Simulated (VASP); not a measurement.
# PbO2 (P1) in VASP: notebook

The runs below take PbO2 through single point, with PBE.

All numbers are computed with VASP 6.6.1; they aren't measurements. Logs are shortened: lines on timing, memory, paths and dates and some standing lists are left out, and cuts for length are marked.

## (1) The cell of the first run

The typed cell holds 3 atoms: a = 3.070 Å, b = 3.294 Å, c = 5.086 Å, α = 92.75°, β = 87.05°, γ = 119.57°.

## (2) Single point, PBE

File INCAR:

```
SYSTEM = PbO2
ALGO     = Normal         ! electronic algorithm
EDIFF    = 1E-6           ! SCF threshold, eV
ENCUT    = 600            ! plane-wave cutoff, eV
GGA      = PE             ! functional
GGA_COMPAT= .False.      
ISIF     = 2              ! what is computed and relaxed
ISMEAR   = 0              ! smearing method
LASPH    = .True.         ! aspherical terms in the spheres
LCHARG   = .False.        ! write CHGCAR
LREAL    = .False.        ! projectors in reciprocal space
LWAVE    = .False.        ! write WAVECAR
NBANDS   = 20             ! bands
NELM     = 120            ! most SCF steps
PREC     = Accurate       ! precision mode
SIGMA    = 0.01           ! smearing width, eV
```

File KPOINTS:

```
Automatic mesh
0
Gamma
  1 1 1
  0.5 0.5 0.5
```

File POSCAR:

```
PbO2
1.0
    3.0683908700     -0.0497659100      0.0791192100
   -1.5772942900      2.8905930600     -0.0774020000
    0.1292005500     -0.0713559900      5.0835248900
Pb O
1 2
Direct
    0.8367930000      0.2607780000      0.8661140000
    1.0727320000      0.9176430000      1.1045250000
    1.3075474700      0.5053744400      1.6374337200
```

Potentials or basis: VASP PAW PBE potentials, release 64 (Pb_d, O).

Started as:

```sh
> cat potpaw_PBE.64/Pb_d/POTCAR potpaw_PBE.64/O/POTCAR > POTCAR
> mpirun -np 1 vasp_std > vasp.out
```

OUTCAR:

```text
SYSTEM = PbO2
   EDIFF = 1E-6
   ENCUT = 600
   GGA = PE
   ISIF = 2
   ISMEAR = 0
   LASPH = .True.
   LREAL = .False.
   NELM = 120
   PREC = Accurate

 ion  position               nearest neighbor table
   1  0.837  0.261  0.866-   3 1.69   2 2.07   2 2.23   2 2.34   3 2.47   3 2.49
   2  0.073  0.918  0.105-   1 2.07   1 2.23   1 2.34
   3  0.308  0.505  0.637-   1 1.69   1 2.47   1 2.49

  LATTYP: Found a triclinic cell.
 ALAT       =     3.2938391863
 B/A-ratio  =     0.9740533554
 C/A-ratio  =     1.5439937422
 COS(alpha) =     0.0000815149
 COS(beta)  =     0.0479676250
 COS(gamma) =     0.5544772299

  Lattice vectors:

 A1 = (  -1.5772942900,   2.8905930600,  -0.0774020000)
 A2 = (   1.4910965800,   2.8408271500,   0.0017172100)
 A3 = (  -0.1292005500,   0.0713559900,  -5.0835248900)

Analysis of symmetry for initial positions (statically):
=====================================================================
 Subroutine PRICEL returns:
 Original cell was already a primitive cell.

 Routine SETGRP: Setting up the symmetry group for a
 triclinic supercell.

 Subroutine GETGRP returns: Found  1 space group operations
 (whereof  1 operations were pure point group operations)
 out of a pool of  2 trial point group operations.

The static configuration has the point symmetry C_1 .

Analysis of symmetry for dynamics (positions and initial velocities):
=====================================================================
 Subroutine PRICEL returns:
 Original cell was already a primitive cell.

 Routine SETGRP: Setting up the symmetry group for a
 triclinic supercell.

 Subroutine GETGRP returns: Found  1 space group operations
 (whereof  1 operations were pure point group operations)
 out of a pool of  2 trial point group operations.

The dynamic configuration has the point symmetry C_1 .

 Subroutine INISYM returns: Found  1 space group operations
 (whereof  1 operations are pure point group operations),
 and found     1 'primitive' translations

----------------------------------------------------------------------------------------

                                     Primitive cell

  volume of cell :      44.6520

[... 60 lines left out ...]
   ISPIN  =      1    spin polarized calculation?
   LNONCOLLINEAR =      F non collinear calculations
   LSORBIT =      F    spin-orbit coupling
   LASPH  =      T    aspherical Exc in radial PAW
   ENCUT  =  600.0 eV  44.10 Ry    6.64 a.u.   6.13  6.58 10.16*2*pi/ulx,y,z
   NELM   =    120;   NELMIN=  2; NELMDL= -5     # of ELM steps
   EDIFF  = 0.1E-05   stopping-criterion for ELM
   LREAL  =      F    real-space projection
   EDIFFG = 0.1E-04   stopping-criterion for IOM
   NSW    =      0    number of steps for IOM
   IBRION =     -1    ionic relax: 0-MD 1-quasi-New 2-CG
   NFREE  =      0    steps in history (QN), initial steepest desc. (CG)
   ISIF   =      2    stress and relaxation
   ISYM   =      2    0-nonsym 1-usesym 2-fastsym
   POTIM  = 0.5000    time-step for ionic-motion
   TEBEG  =    0.0;   TEEND  =   0.0 temperature during run
   PSTRESS=    0.0 pullay stress
   NELECT =      26.0000    total number of electrons
   NUPDOWN=      -1.0000    fix difference up-down
   EMIN   =  10.00;   EMAX   =-10.00  energy-range for DOS
   EFERMI =   0.00;   METHOD = LEGACY
   ISMEAR =     0;   SIGMA  =   0.01  broadening in eV -4-tet -1-fermi 0-gaus
   EFERMI_NEDOS =   21; number of points for ismear=-14 and -15
   IALGO  =     38    algorithm
   IMIX   =      4    mixing-type and parameters
     AMIX     =   0.40;   BMIX     =  1.00
     AMIX_MAG =   1.60;   BMIX_MAG =  1.00
  volume/ion in A,a.u.               =      14.88       100.44
  Fermi-wavevector in a.u.,A,eV,Ry     =   1.367053  2.583357 25.427047  1.868835
  Thomas-Fermi vector in A             =   2.493140
   LORBIT       =      0    0 simple, 1 ext, 2 COOP (PROOUT), +10 PAW based schemes
   GGA     = PE    functional components
   LHFCALC =     F    Hartree Fock is set to
   AEXX    =    0.0000 exact exchange contribution
   IVDW    =     0    specifies the selected vdW correction
   LEPSILON=     F    determine dielectric tensor
   LRPA    =     F    only Hartree local field effects (RPA)
 non-spin polarized calculation
 Gauss-broadening in eV      SIGMA  =   0.01
  energy-cutoff  :      600.00
  volume of cell :       44.65
 maximum number of plane-waves:      1494
 NGX is ok and might be reduce to    24
   NGX = 13   NGY = 13   NGZ = 21

 number of electron      26.0000000 magnetization

 Free energy of the ion-electron system (eV)
  ---------------------------------------------------
  ext. energy  EPLUGINS =         0.00000000
  ---------------------------------------------------
  free energy    TOTEN  =       -13.03109941 eV

  energy without entropy =      -13.03109941  energy(sigma->0) =      -13.03109941

 E-fermi :   3.2643     XC(G=0): -10.0498

 val. band max:        3.1965563651   @ k =   0.5000   0.5000   0.5000
 cond. band min:       6.6257249988   @ k =   0.5000   0.5000   0.5000
 fundamental gap:      3.4291686337
 Fermi energy:         3.2642791567

 k-point     1 :       0.5000    0.5000    0.5000
  band No.  band energies     occupation
      1     -16.7145      2.00000
      2     -14.2452      2.00000
      3     -12.4675      2.00000
      4     -11.5808      2.00000
      5     -11.4735      2.00000
      6     -11.0610      2.00000
[... 12 lines left out ...]
     19      17.5371      0.00000
     20      18.7560      0.00000

------------------------ aborting loop because EDIFF is reached ----------------------------------------

  FORCE on cell =-STRESS in cart. coord.  units (eV):
  Direction    XX          YY          ZZ          XY          YZ          ZX
  --------------------------------------------------------------------------------------
  -------------------------------------------------------------------------------------
  Total       19.5463847      6.2640729      8.9409731      4.5112599     -4.1180886    -12.1036567
  in kB      701.3514559    224.7636427    320.8145468    161.8702777   -147.7627433   -434.2960307
  external PRESSURE =     415.6432151 kB  Pullay stress =       0.0000000 kB

 VOLUME and BASIS-vectors are now :
 -----------------------------------------------------------------------------
  energy-cutoff  :      600.00
  volume of cell :       44.65
      direct lattice vectors                 reciprocal lattice vectors
     3.068390870 -0.049765910  0.079119210     0.328963204  0.179347105 -0.005843335
    -1.577294290  2.890593060 -0.077402000     0.005539290  0.349099807  0.004759430
     0.129200550 -0.071355990  5.083524890    -0.005035592  0.002524080  0.196877311

 POSITION                                       TOTAL-FORCE (eV/Angst)
 -----------------------------------------------------------------------------------
      2.26819      0.65036      4.44893       -10.668540     -4.197887     11.434912
     -1.21072      2.64145      0.46608        -0.993566      0.628437     -2.318740
      0.22891      1.40004      3.22563        11.662107      3.569450     -9.116171
 -----------------------------------------------------------------------------------
    total drift:                               -0.000244     -0.000231     -0.000041

  FREE ENERGIE OF THE ION-ELECTRON SYSTEM (eV)
  ---------------------------------------------------
  free  energy   TOTEN  =       -13.0310994146 eV

  energy  without entropy=      -13.0310994146  energy(sigma->0) =      -13.03109941
```

OSZICAR:

```text
N       E                     dE             d eps       ncg     rms          rms(c)
DAV:   1     0.281820791901E+03    0.28182E+03   -0.14714E+04    40   0.164E+03
DAV:   2     0.111836556886E+02   -0.27064E+03   -0.25701E+03    44   0.432E+02
DAV:   3    -0.153393763360E+02   -0.26523E+02   -0.26126E+02    44   0.145E+02
DAV:   4    -0.161566852192E+02   -0.81731E+00   -0.81604E+00    44   0.268E+01
DAV:   5    -0.161786014807E+02   -0.21916E-01   -0.21916E-01    52   0.464E+00    0.108E+01
DAV:   6    -0.131044539382E+02    0.30741E+01   -0.13918E+01    60   0.548E+01    0.445E+00
DAV:   7    -0.130631841313E+02    0.41270E-01   -0.96811E-01    40   0.983E+00    0.262E+00
DAV:   8    -0.130365906387E+02    0.26593E-01   -0.19785E-01    56   0.459E+00    0.636E-01
DAV:   9    -0.130308815521E+02    0.57091E-02   -0.43911E-02    64   0.215E+00    0.222E-01
DAV:  10    -0.130308298993E+02    0.51653E-04   -0.69628E-03    52   0.964E-01    0.103E-01
DAV:  11    -0.130310750330E+02   -0.24513E-03   -0.10554E-03    48   0.312E-01    0.308E-02
DAV:  12    -0.130310945949E+02   -0.19562E-04   -0.14504E-04    48   0.102E-01    0.128E-02
DAV:  13    -0.130310993508E+02   -0.47560E-05   -0.17169E-05    48   0.452E-02    0.313E-03
DAV:  14    -0.130310994146E+02   -0.63819E-07   -0.11133E-06    32   0.955E-03
   1 F= -.13031099E+02 E0= -.13031099E+02  d E =-.680840E-22
```

stdout:

```text
POSCAR found type information on POSCAR PbO
 POSCAR found :  2 types and       3 ions
 scaLAPACK will be used
 LDA part: xc-table for (Slater+PW92), standard interpolation
 POSCAR, INCAR and KPOINTS ok, starting setup
 FFT: planning ... GRIDC
 FFT: planning ... GRID_SOFT
 FFT: planning ... GRID
 WAVECAR not read
 entering main loop
```

Run time: 3.8 s. Hardware: 1 thread of Intel Xeon Platinum 8488C (Sapphire Rapids), shared host; peak memory 0.17 GiB.

What came out:

```yaml
Free_energy: -13.0311 eV
Pressure: 41.6 GPa
Largest_force: 16.193 eV/Å
```

Forces in eV/Å, atoms in the order of the input:
```
Pb  -10.669  -4.198  11.435
O    -0.994   0.628  -2.319
O    11.662   3.569  -9.116
```

Stress tensor (GPa, compression positive):
```
 70.14  16.19 -43.43
 16.19  22.48 -14.78
-43.43 -14.78  32.08
```

Caveat: the k points lie up to 2.30 Å⁻¹ apart, too coarse for converged energies, forces and pressures; spin-orbit coupling is left out, which moves the levels of the heavy elements; forces of over 1 eV/Å act on the atoms, so gaps and moduli don't describe the material at rest.

## (3) Single point, PBE

File INCAR:

```
PREC     = Accurate       # precision mode
ENCUT    = 600            # plane-wave cutoff, eV
EDIFF    = 1E-6           # SCF threshold, eV
ISMEAR   = 0              # smearing method
SIGMA    = 0.01           # smearing width, eV
LREAL    = False          # projectors in reciprocal space
LASPH    = True           # aspherical terms in the spheres
NELM     = 120            # most SCF steps
ALGO     = Normal         # electronic algorithm
ISIF     = 2              # what is computed and relaxed
LWAVE    = False          # write WAVECAR
LCHARG   = False          # write CHGCAR
GGA      = PE             # functional
NBANDS   = 20             # bands
GGA_COMPAT= False
```

KPOINTS is that of step 2.

POSCAR, as its differences from that of step 2:

```diff
@@ -10,2 +10,2 @@
     1.0727320000      0.9176430000      1.1045250000
-    1.3075474700      0.5053744400      1.6374337200
+    1.3347450000      0.5442500000      1.6692410000
```

Potentials or basis: VASP PAW PBE potentials, release 64 (Pb_d, O).

Started as:

```sh
> cat potpaw_PBE.64/Pb_d/POTCAR potpaw_PBE.64/O/POTCAR > POTCAR
> mpirun -np 1 vasp_std > vasp.out
```

OUTCAR:

```text
PREC = Accurate
   ENCUT = 600
   EDIFF = 1E-6
   ISMEAR = 0
   LREAL = False
   LASPH = True
   NELM = 120
   ISIF = 2
   GGA = PE

 ion  position               nearest neighbor table
   1  0.837  0.261  0.866-   3 1.65   2 2.07   2 2.23   3 2.30   2 2.34   3 2.43
   2  0.073  0.918  0.105-   1 2.07   1 2.23   1 2.34
   3  0.335  0.544  0.669-   1 1.65   1 2.30   1 2.43

  LATTYP: Found a triclinic cell.
 ALAT       =     3.2938391863
 B/A-ratio  =     0.9740533554
 C/A-ratio  =     1.5439937422
 COS(alpha) =     0.0000815149
 COS(beta)  =     0.0479676250
 COS(gamma) =     0.5544772299

  Lattice vectors:

 A1 = (  -1.5772942900,   2.8905930600,  -0.0774020000)
 A2 = (   1.4910965800,   2.8408271500,   0.0017172100)
 A3 = (  -0.1292005500,   0.0713559900,  -5.0835248900)

Analysis of symmetry for initial positions (statically):
=====================================================================
 Subroutine PRICEL returns:
 Original cell was already a primitive cell.

[... 144 lines left out ...]
  free energy    TOTEN  =       -12.15878070 eV

  energy without entropy =      -12.15878070  energy(sigma->0) =      -12.15878070

 E-fermi :   3.4783     XC(G=0):  -9.9620

 val. band max:        3.4165648704   @ k =   0.5000   0.5000   0.5000
 cond. band min:       6.9129190222   @ k =   0.5000   0.5000   0.5000
 fundamental gap:      3.4963541518
 Fermi energy:         3.4782819425

 k-point     1 :       0.5000    0.5000    0.5000
  band No.  band energies     occupation
      1     -17.4292      2.00000
      2     -13.9537      2.00000
      3     -12.4525      2.00000
      4     -11.4802      2.00000
      5     -11.4148      2.00000
      6     -11.0837      2.00000
[... 12 lines left out ...]
     19      17.2946      0.00000
     20      18.5201      0.00000

------------------------ aborting loop because EDIFF is reached ----------------------------------------

  FORCE on cell =-STRESS in cart. coord.  units (eV):
  Direction    XX          YY          ZZ          XY          YZ          ZX
  --------------------------------------------------------------------------------------
  -------------------------------------------------------------------------------------
  Total       23.0269151     10.8617016     10.0956531      8.7394238     -4.7215529    -13.8366276
  in kB      826.2377284    389.7329528    362.2460696    313.5826775   -169.4158815   -496.4774349
  external PRESSURE =     526.0722502 kB  Pullay stress =       0.0000000 kB

 VOLUME and BASIS-vectors are now :
 -----------------------------------------------------------------------------
  energy-cutoff  :      600.00
  volume of cell :       44.65
      direct lattice vectors                 reciprocal lattice vectors
     3.068390870 -0.049765910  0.079119210     0.328963204  0.179347105 -0.005843335
    -1.577294290  2.890593060 -0.077402000     0.005539290  0.349099807  0.004759430
     0.129200550 -0.071355990  5.083524890    -0.005035592  0.002524080  0.196877311

 POSITION                                       TOTAL-FORCE (eV/Angst)
 -----------------------------------------------------------------------------------
      2.26819      0.65036      4.44893       -13.995431     -5.674530     13.518866
     -1.21072      2.64145      0.46608        -0.964028      0.684713     -1.809261
      0.25515      1.50879      3.38646        14.959459      4.989817    -11.709605
 -----------------------------------------------------------------------------------
    total drift:                               -0.000369     -0.000283      0.000632

  FREE ENERGIE OF THE ION-ELECTRON SYSTEM (eV)
  ---------------------------------------------------
  free  energy   TOTEN  =       -12.1587807042 eV

  energy  without entropy=      -12.1587807042  energy(sigma->0) =      -12.15878070
```

OSZICAR:

```text
N       E                     dE             d eps       ncg     rms          rms(c)
DAV:   1     0.286117957358E+03    0.28612E+03   -0.14727E+04    40   0.164E+03
DAV:   2     0.114553438380E+02   -0.27466E+03   -0.26013E+03    44   0.434E+02
DAV:   3    -0.146953807811E+02   -0.26151E+02   -0.25770E+02    44   0.145E+02
DAV:   4    -0.154702523656E+02   -0.77487E+00   -0.77420E+00    44   0.254E+01
DAV:   5    -0.154916606274E+02   -0.21408E-01   -0.21408E-01    52   0.468E+00    0.112E+01
DAV:   6    -0.122253457817E+02    0.32663E+01   -0.13731E+01    60   0.564E+01    0.440E+00
DAV:   7    -0.121937691671E+02    0.31577E-01   -0.10607E+00    40   0.975E+00    0.261E+00
DAV:   8    -0.121624979145E+02    0.31271E-01   -0.18059E-01    60   0.454E+00    0.807E-01
DAV:   9    -0.121585282841E+02    0.39696E-02   -0.41579E-02    56   0.204E+00    0.227E-01
DAV:  10    -0.121585445644E+02   -0.16280E-04   -0.90858E-03    56   0.126E+00    0.112E-01
DAV:  11    -0.121587272401E+02   -0.18268E-03   -0.13616E-03    48   0.348E-01    0.404E-02
DAV:  12    -0.121587750522E+02   -0.47812E-04   -0.16701E-04    44   0.122E-01    0.136E-02
DAV:  13    -0.121587806709E+02   -0.56186E-05   -0.17890E-05    40   0.467E-02    0.282E-03
DAV:  14    -0.121587807042E+02   -0.33374E-07   -0.13267E-06    40   0.100E-02
   1 F= -.12158781E+02 E0= -.12158781E+02  d E =-.161868E-18
```

stdout:

```text
POSCAR found type information on POSCAR PbO
 POSCAR found :  2 types and       3 ions
 scaLAPACK will be used
 LDA part: xc-table for (Slater+PW92), standard interpolation
 POSCAR, INCAR and KPOINTS ok, starting setup
 FFT: planning ... GRIDC
 FFT: planning ... GRID_SOFT
 FFT: planning ... GRID
 WAVECAR not read
 entering main loop
```

Wall time 4 s (1 thread of Intel Xeon Platinum 8488C (Sapphire Rapids), shared host); peak memory 0.17 GiB.

What came out:

```
Free energy   : -12.1588 eV
Pressure      : 52.6 GPa
Largest force : 20.269 eV/Å
```

Forces on the atoms (eV/Å):
```
Pb  -13.995  -5.675  13.519
O    -0.964   0.685  -1.809
O    14.959   4.990 -11.710
```

Stress tensor (GPa, compression positive):
```
 82.62  31.36 -49.65
 31.36  38.97 -16.94
-49.65 -16.94  36.22
```

Caveat: the k points lie up to 2.30 Å⁻¹ apart, too coarse for converged energies, forces and pressures; spin-orbit coupling is left out, which moves the levels of the heavy elements; forces of over 1 eV/Å act on the atoms, so gaps and moduli don't describe the material at rest.

(Continued in part 2 of 2.)
